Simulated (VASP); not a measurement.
# CoSi2 (fluorite type) (Fm-3m) in VASP: further runs

Runs on CoSi2 (fluorite type). Level: PBE. Tasks: relaxation of cell and atoms.

All numbers are computed with VASP 6.6.1; they aren't measurements. Logs are shortened: lines on timing, memory, paths and dates and some standing lists are left out, and cuts for length are marked.

## (1) The cell of the first run

The structure is cubic, space group Fm-3m (No. 225). Conventional cell: a = 5.360 Å, b = 5.360 Å, c = 5.360 Å, α = 90.00°, β = 90.00°, γ = 90.00°. Within 3.1 Å of Co (site symmetry m-3m) lie 8 Si at 2.32 Å. Within 3.1 Å of Si (site symmetry -43m) lie 4 Co at 2.32 Å and 6 Si at 2.68 Å.

## (2) Relaxation of cell and atoms, PBE, target pressure 0.083 GPa, at which the enthalpy is minimised

INCAR reads:

```
SYSTEM = CoSi2
PREC     = Accurate       ! precision mode
ENCUT    = 600            ! plane-wave cutoff, eV
EDIFF    = 1E-6           ! SCF threshold, eV
ISMEAR   = -1             ! smearing method
SIGMA    = 0.1            ! smearing width, eV
LREAL    = .False.        ! projectors in reciprocal space
LASPH    = .True.         ! aspherical terms in the spheres
NELM     = 60             ! most SCF steps
ALGO     = Normal         ! electronic algorithm
ISIF     = 3              ! what is computed and relaxed
LWAVE    = .False.        ! write WAVECAR
LCHARG   = .False.        ! write CHGCAR
GGA      = PE             ! functional
IBRION   = 2              ! ionic algorithm
NSW      = 60             ! ionic steps
EDIFFG   = -0.005         ! ionic threshold
PSTRESS  = 0.8300000000000001
```

KPOINTS reads:

```
regular mesh
0
Gamma
  10 10 10
  0 0 0
```

POSCAR reads:

```
CoSi2
1.0
    0.0000000000      2.6799488231      2.6799488231
    2.6799488231      0.0000000000      2.6799488231
    2.6799488231      2.6799488231      0.0000000000
Co Si
1 2
Direct
    0.0000000000      0.0000000000      0.0000000000
    0.2500000000      0.2500000000      0.2500000000
    0.7500000000      0.7500000000      0.7500000000
```

Potentials or basis: VASP PAW PBE potentials, release 64 (Co, Si).

Launch:

```console
$ cat potpaw_PBE.64/Co/POTCAR potpaw_PBE.64/Si/POTCAR > POTCAR
$ mpirun -np 1 vasp_std > vasp.out
```

OUTCAR:

```text
SYSTEM = CoSi2
   PREC = Accurate
   ENCUT = 600
   EDIFF = 1E-6
   ISMEAR = -1
   LREAL = .False.
   LASPH = .True.
   NELM = 60
   ISIF = 3
   GGA = PE
   IBRION = 2
   NSW = 60
   EDIFFG = -0.005
   PSTRESS = 0.8300000000000001

 ion  position               nearest neighbor table
   1  0.000  0.000  0.000-   3 2.32   3 2.32   3 2.32   2 2.32   3 2.32   2 2.32   2 2.32   2 2.32

   2  0.250  0.250  0.250-   1 2.32   1 2.32   1 2.32   1 2.32   3 2.68   3 2.68   3 2.68   3 2.68
                             3 2.68   3 2.68
   3  0.750  0.750  0.750-   1 2.32   1 2.32   1 2.32   1 2.32   2 2.68   2 2.68   2 2.68   2 2.68
                             2 2.68   2 2.68

  LATTYP: Found a face centered cubic cell.
 ALAT       =     5.3598976462

  Lattice vectors:

 A1 = (   0.0000000000,   2.6799488231,   2.6799488231)
 A2 = (   2.6799488231,   0.0000000000,   2.6799488231)
 A3 = (   2.6799488231,   2.6799488231,   0.0000000000)

Analysis of symmetry for initial positions (statically):
=====================================================================
 Subroutine PRICEL returns:
 Original cell was already a primitive cell.

 Routine SETGRP: Setting up the symmetry group for a
 face centered cubic supercell.

 Subroutine GETGRP returns: Found 48 space group operations
 (whereof 48 operations were pure point group operations)
 out of a pool of 48 trial point group operations.

The static configuration has the point symmetry O_h .

Analysis of symmetry for dynamics (positions and initial velocities):
=====================================================================
 Subroutine PRICEL returns:
 Original cell was already a primitive cell.

 Routine SETGRP: Setting up the symmetry group for a
 face centered cubic supercell.

 Subroutine GETGRP returns: Found 48 space group operations
 (whereof 48 operations were pure point group operations)
 out of a pool of 48 trial point group operations.

The dynamic configuration has the point symmetry O_h .

 Subroutine INISYM returns: Found 48 space group operations
 (whereof 48 operations are pure point group operations),
 and found     1 'primitive' translations

----------------------------------------------------------------------------------------

                                     Primitive cell

  volume of cell :      38.4955

  direct lattice vectors                    reciprocal lattice vectors
     0.000000000  2.679948823  2.679948823    -0.186570727  0.186570727  0.186570727
     2.679948823  0.000000000  2.679948823     0.186570727 -0.186570727  0.186570727
     2.679948823  2.679948823  0.000000000     0.186570727  0.186570727 -0.186570727

  length of vectors
     3.790019972  3.790019972  3.790019972     0.323149978  0.323149978  0.323149978

  position of ions in fractional coordinates (direct lattice)
     0.000000000  0.000000000  0.000000000
     0.250000000  0.250000000  0.250000000
     0.750000000  0.750000000  0.750000000

  ion indices of the primitive-cell ions
   primitive index   ion index
                 1           1
                 2           2
                 3           3

----------------------------------------------------------------------------------------

 KPOINTS: regular mesh

Automatic generation of k-mesh.
 Grid dimensions read from file:
 generate k-points for:   10   10   10

 Generating k-lattice:

  Cartesian coordinates                     Fractional coordinates (reciprocal lattice)
    -0.018657073  0.018657073  0.018657073     0.100000000  0.000000000  0.000000000
     0.018657073 -0.018657073  0.018657073     0.000000000  0.100000000  0.000000000
     0.018657073  0.018657073 -0.018657073     0.000000000  0.000000000  0.100000000

  Length of vectors
     0.032314998  0.032314998  0.032314998

  Shift w.r.t. Gamma in fractional coordinates (k-lattice)
     0.000000000  0.000000000  0.000000000

 Subroutine IBZKPT returns following result:
 ===========================================

 Found     47 irreducible k-points:

 Following reciprocal coordinates:
            Coordinates               Weight
  0.000000  0.000000  0.000000      1.000000
  0.100000  0.000000  0.000000      8.000000
  0.200000  0.000000  0.000000      8.000000
  0.300000  0.000000  0.000000      8.000000
  0.400000  0.000000  0.000000      8.000000
  0.500000  0.000000  0.000000      4.000000
[... 16 lines left out ...]
  0.300000  0.300000  0.000000      6.000000
  0.400000  0.300000  0.000000     24.000000
 [... further k-points ...]
   k-points           NKPTS =     47   k-points in BZ     NKDIM =     47   number of bands    NBANDS=     12
   number of dos      NEDOS =    301   number of ions     NIONS =      3
   total plane-waves  NPLWV =  27000
   dimension x,y,z NGX =    30 NGY =   30 NGZ =   30
   dimension x,y,z NGXF=    60 NGYF=   60 NGZF=   60
   ions per type =               1   2
   NGX,Y,Z   is equivalent  to a cutoff of  13.16, 13.16, 13.16 a.u.
   NGXF,Y,Z  is equivalent  to a cutoff of  26.32, 26.32, 26.32 a.u.
 SYSTEM =  CoSi2
   PREC   = accura    normal or accurate (medium, high low for compatibility)
   ISTART =      0    job   : 0-new  1-cont  2-samecut
   ICHARG =      2    charge: 1-file 2-atom 10-const
   ISPIN  =      1    spin polarized calculation?
   LNONCOLLINEAR =      F non collinear calculations
   LSORBIT =      F    spin-orbit coupling
   LASPH  =      T    aspherical Exc in radial PAW
   ENCUT  =  600.0 eV  44.10 Ry    6.64 a.u.   7.57  7.57  7.57*2*pi/ulx,y,z
   NELM   =     60;   NELMIN=  2; NELMDL= -5     # of ELM steps
   EDIFF  = 0.1E-05   stopping-criterion for ELM
   LREAL  =      F    real-space projection
   EDIFFG = -.5E-02   stopping-criterion for IOM
   NSW    =     60    number of steps for IOM
   IBRION =      2    ionic relax: 0-MD 1-quasi-New 2-CG
   NFREE  =      1    steps in history (QN), initial steepest desc. (CG)
   ISIF   =      3    stress and relaxation
   ISYM   =      2    0-nonsym 1-usesym 2-fastsym
   POTIM  = 0.5000    time-step for ionic-motion
   TEBEG  =    0.0;   TEEND  =   0.0 temperature during run
   PSTRESS=    0.8 pullay stress
   NELECT =      17.0000    total number of electrons
   NUPDOWN=      -1.0000    fix difference up-down
   EMIN   =  10.00;   EMAX   =-10.00  energy-range for DOS
   EFERMI =   0.00;   METHOD = LEGACY
   ISMEAR =    -1;   SIGMA  =   0.10  broadening in eV -4-tet -1-fermi 0-gaus
   EFERMI_NEDOS =   21; number of points for ismear=-14 and -15
   IALGO  =     38    algorithm
   IMIX   =      4    mixing-type and parameters
     AMIX     =   0.40;   BMIX     =  1.00
     AMIX_MAG =   1.60;   BMIX_MAG =  1.00
  volume/ion in A,a.u.               =      12.83        86.59
  Fermi-wavevector in a.u.,A,eV,Ry     =   1.246679  2.355882 21.146290  1.554208
  Thomas-Fermi vector in A             =   2.380846
   LORBIT       =      0    0 simple, 1 ext, 2 COOP (PROOUT), +10 PAW based schemes
   GGA     = PE    functional components
   LHFCALC =     F    Hartree Fock is set to
   AEXX    =    0.0000 exact exchange contribution
   IVDW    =     0    specifies the selected vdW correction
   LEPSILON=     F    determine dielectric tensor
   LRPA    =     F    only Hartree local field effects (RPA)
 conjugate gradient relaxation of ions
 non-spin polarized calculation
  energy-cutoff  :      600.00
  volume of cell :       38.50
 maximum number of plane-waves:      1307
   NGX = 15   NGY = 15   NGZ = 15

--------------------------------------- Ionic step        1  -------------------------------------------

 number of electron      17.0000005 magnetization

 Free energy of the ion-electron system (eV)
  ---------------------------------------------------
  ext. energy  EPLUGINS =         0.00000000
  ---------------------------------------------------
  free energy    TOTEN  =       -19.31184450 eV

  energy without entropy =      -19.27654515  energy(sigma->0) =      -19.29419483

------------------------ aborting loop because EDIFF is reached ----------------------------------------

  FORCE on cell =-STRESS in cart. coord.  units (eV):
  Direction    XX          YY          ZZ          XY          YZ          ZX
  --------------------------------------------------------------------------------------
  -------------------------------------------------------------------------------------
  Total       -0.0139764     -0.0139764     -0.0139764     -0.0000000      0.0000000     -0.0000000
  in kB       -0.5816973     -0.5816973     -0.5816973     -0.0000000      0.0000000     -0.0000000
  external PRESSURE =      -1.4116973 kB  Pullay stress =       0.8300000 kB
[... 63 lines left out ...]
  enthalpy is  TOTEN    =       -19.2919144959 eV   P V=        0.0199097664

--------------------------------------- Ionic step        3  -------------------------------------------

 number of electron      17.0000005 magnetization

 Free energy of the ion-electron system (eV)
  ---------------------------------------------------
  ext. energy  EPLUGINS =         0.00000000
  ---------------------------------------------------
  free energy    TOTEN  =       -19.31184449 eV

  energy without entropy =      -19.27660292  energy(sigma->0) =      -19.29422370

 E-fermi :  10.0855     XC(G=0): -11.7411

 val. band max:       10.0143449861   @ k =   0.4000   0.0000   0.0000
 cond. band min:      10.0910276962   @ k =  -0.2000   0.3000   0.1000
 fundamental gap:      0.0766827101
 Fermi energy:        10.0855079078

 k-point     1 :       0.0000    0.0000    0.0000
  band No.  band energies     occupation
      1      -3.0378      2.00000
      2       6.0037      2.00000
      3       6.0037      2.00000
      4       6.0037      2.00000
      5       8.1710      2.00000
      6       8.1710      2.00000
      7      10.8245      0.00123
      8      13.4793      0.00000
      9      13.4793      0.00000
     10      13.4793      0.00000
     11      13.5270      0.00000
     12      13.5270      0.00000
[... 331 lines left out ...]
 k-point    24 :       0.4000    0.3000    0.0000
  band No.  band energies     occupation
      1      -0.5540      2.00000
      2       3.7006      2.00000
      3       5.1337      2.00000
      4       6.2450      2.00000
      5       6.2698      2.00000
      6       8.3323      2.00000
      7       8.5807      2.00000
      8       8.8356      1.99999
      9       9.1950      1.99973
     10      11.7436      0.00000
     11      13.4043      0.00000
     12      16.9226      0.00000

 [... further k-points ...]

------------------------ aborting loop because EDIFF is reached ----------------------------------------

  FORCE on cell =-STRESS in cart. coord.  units (eV):
  Direction    XX          YY          ZZ          XY          YZ          ZX
  --------------------------------------------------------------------------------------
  -------------------------------------------------------------------------------------
  Total        0.0321656      0.0321656      0.0321656     -0.0000000     -0.0000000      0.0000000
  in kB        1.3401535      1.3401535      1.3401535     -0.0000000     -0.0000000      0.0000000
  external PRESSURE =       0.5101535 kB  Pullay stress =       0.8300000 kB
[... 18 lines left out ...]
  FREE ENERGIE OF THE ION-ELECTRON SYSTEM (eV)
  ---------------------------------------------------
  free  energy   TOTEN  =       -19.3118444921 eV

  energy  without entropy=      -19.2766029172  energy(sigma->0) =      -19.29422370

  enthalpy is  TOTEN    =       -19.2919233283 eV   P V=        0.0199211638

 reached required accuracy - stopping structural energy minimisation
```

Run time: 52 s. Hardware: 1 thread of Intel Xeon Platinum 8259CL at 2.50GHz (Skylake/Cascade Lake), shared host; peak memory 0.19 GiB.

What came out:

- Free energy: -19.3118 eV
- Relaxed volume: 12.82 Å³/atom
- Relaxed cell: a = 3.789 Å, b = 3.789 Å, c = 3.789 Å, α = 60.00°, β = 60.00°, γ = 60.00°
- Space group after relaxing (to 0.1 Å): Fm-3m (No. 225)
- Energy change on relaxing (the run minimises the enthalpy): +0.0 meV/atom
- Ionic steps: 3
- Pressure after relaxing: 0.1 GPa
- Band gap on the k mesh: zero (an odd number of electrons rules out a gap without spin polarisation)

Final structure:
```xyz
3
Lattice="0.0000 2.6790 2.6790 2.6790 0.0000 2.6790 2.6790 2.6790 0.0000" Properties=species:S:1:pos:R:3 pbc="T T T"
Co    0.0000    0.0000    0.0000
Si    1.3395    1.3395    1.3395
Si    4.0185    4.0185    4.0185
```

Levels at points of the mesh, in eV from the Fermi level:
```tsv
k point	band 6	band 7	band 8	band 9	band 10	band 11	band 12
(0.00, 0.00, 0.00)	-1.91	0.74	3.39	3.39	3.39	3.44	3.44
(0.50, 0.00, 0.00)	-1.64	-1.64	-0.48	-0.48	2.68	3.39	3.39
(0.50, 0.50, 0.00)	-1.96	-1.96	-1.92	-1.34	1.56	2.92	8.54
```

Caveat: the cell is relaxed towards a set pressure, so the run minimises the enthalpy, not the energy; an odd number of electrons without spin polarisation forces a metal; a magnetic or distorted state may lie lower. Spin polarisation is off, so any magnetic state and its effect on volume and gap are missing.

## (3) Relaxation of cell and atoms, PBE, target pressure 0.083 GPa, at which the enthalpy is minimised

INCAR reads:

```
PREC     = Accurate       # precision mode
ENCUT    = 600            # plane-wave cutoff, eV
EDIFF    = 1E-6           # SCF threshold, eV
ISMEAR   = -1             # smearing method
SIGMA    = 0.1            # smearing width, eV
LREAL    = False          # projectors in reciprocal space
LASPH    = True           # aspherical terms in the spheres
NELM     = 60             # most SCF steps
ALGO     = Normal         # electronic algorithm
ISIF     = 3              # what is computed and relaxed
LWAVE    = False          # write WAVECAR
LCHARG   = False          # write CHGCAR
GGA      = PE             # functional
IBRION   = 2              # ionic algorithm
NSW      = 32             # ionic steps
EDIFFG   = -0.005         # ionic threshold
PSTRESS  = 0.8300000000000001
```

KPOINTS reads:

```
regular mesh
0
Gamma
  10 10 10
```

POSCAR is that of step 2.

Potentials or basis: VASP PAW PBE potentials, release 64 (Co, Si).

Launch:

```console
$ cat potpaw_PBE.64/Co/POTCAR potpaw_PBE.64/Si/POTCAR > POTCAR
$ mpirun -np 1 vasp_std > vasp.out
```

Run time: 52 s. Hardware: 1 thread of Intel Xeon Platinum 8259CL at 2.50GHz (Skylake/Cascade Lake), shared host; peak memory 0.19 GiB.

The run converged. Its results:

* Free energy: -19.3118 eV
* Relaxed volume: 12.82 Å³/atom
* Relaxed cell: a = 3.789 Å, b = 3.789 Å, c = 3.789 Å, α = 60.00°, β = 60.00°, γ = 60.00°
* Space group after relaxing (to 0.1 Å): Fm-3m (No. 225)
* Energy change on relaxing (the run minimises the enthalpy): +0.0 meV/atom
* Ionic steps: 3
* Pressure after relaxing: 0.1 GPa
* Band gap on the k mesh: zero (an odd number of electrons rules out a gap without spin polarisation)

Final structure:
```
Co Si
1.0
     0.00000    2.67900    2.67900
     2.67900    0.00000    2.67900
     2.67900    2.67900    0.00000
Co Si
1 2
Direct
  0.00000 0.00000 0.00000
  0.25000 0.25000 0.25000
  0.75000 0.75000 0.75000
```

Levels at points of the mesh, in eV from the Fermi level:
```tsv
k point	band 7	band 8	band 9	band 10	band 11	band 12
(0.00, 0.00, 0.00)	0.74	3.39	3.39	3.39	3.44	3.44
(0.50, 0.00, 0.00)	-1.64	-0.48	-0.48	2.68	3.39	3.39
(0.50, 0.50, 0.00)	-1.96	-1.92	-1.34	1.56	2.92	8.54
```

Caveat: the cell is relaxed towards a set pressure, so the run minimises the enthalpy, not the energy; an odd number of electrons without spin polarisation forces a metal; a magnetic or distorted state may lie lower. Spin polarisation is off, so any magnetic state and its effect on volume and gap are missing.

## (4) Relaxation of cell and atoms, PBE

This run uses another cell than the first one, of 12.36 Å³/atom.

INCAR reads:

```
ALGO = Normal
EDIFF = 1E-7
EDIFFG = -0.005
ENCUT = 600
GGA = PE
IBRION = 2
ISIF = 3
ISMEAR = -1
LASPH = True
LCHARG = False
LREAL = False
LWAVE = False
NELM = 100
NSW = 60
PREC = Accurate
SIGMA = 0.1
```

KPOINTS reads:

```
k-points
0
Gamma
  11 11 11
```

POSCAR reads:

```
CoSi2
1.0
    0.0000000000      2.6470344660      2.6470344660
    2.6470344660      0.0000000000      2.6470344660
    2.6470344660      2.6470344660      0.0000000000
Co Si
1 2
Direct
    0.0000000000      0.0000000000      0.0000000000
    0.2500000000      0.2500000000      0.2500000000
    0.7500000000      0.7500000000      0.7500000000
```

Launch:

```console
$ cat potpaw_PBE.64/Co/POTCAR potpaw_PBE.64/Si/POTCAR > POTCAR
$ mpirun -np 1 vasp_std > vasp.out
```

It took 1.7 min on 1 thread of Intel Xeon Platinum 8259CL at 2.50GHz (Skylake/Cascade Lake), shared host; peak memory 0.19 GiB.

It converged, with:

| Property | Result |
| --- | --- |
| Free energy | -19.3125 eV |
| Relaxed volume | 12.83 Å³/atom |
| Relaxed cell | a = 3.789 Å, b = 3.789 Å, c = 3.789 Å, α = 60.00°, β = 60.00°, γ = 60.00° |
| Space group after relaxing (to 0.1 Å) | Fm-3m (No. 225) |
| Energy gained by relaxing | 9.8 meV/atom |
| Ionic steps | 3 |
| Pressure after relaxing | 0.0 GPa |
| Band gap on the k mesh | zero (an odd number of electrons rules out a gap without spin polarisation) |

Step by step:
```tsv
step	energy change (eV)	largest force (eV/Å)	pressure (GPa)	volume (Å³)
1	0.0000	0.0000	7.07	37.09
2	0.0065	0.0000	-6.73	40.10
3	-0.0293	0.0000	-0.04	38.48
```

Final structure:
```
Co Si
1.0
     0.00000    2.67955    2.67955
     2.67955    0.00000    2.67955
     2.67955    2.67955    0.00000
Co Si
1 2
Direct
  0.00000 0.00000 0.00000
  0.25000 0.25000 0.25000
  0.75000 0.75000 0.75000
```

Levels at points of the mesh, in eV from the Fermi level:
| k point | band 6 | band 7 | band 8 | band 9 | band 10 | band 11 | band 12 |
| --- | --- | --- | --- | --- | --- | --- | --- |
| (0.00, 0.00, 0.00) | -1.91 | 0.74 | 3.40 | 3.40 | 3.40 | 3.45 | 3.45 |

Caveat: an odd number of electrons without spin polarisation forces a metal; a magnetic or distorted state may lie lower. Spin polarisation is off, so any magnetic state and its effect on volume and gap are missing.

The gap in the log of VASP goes by the Fermi energy; the results here count the filled bands.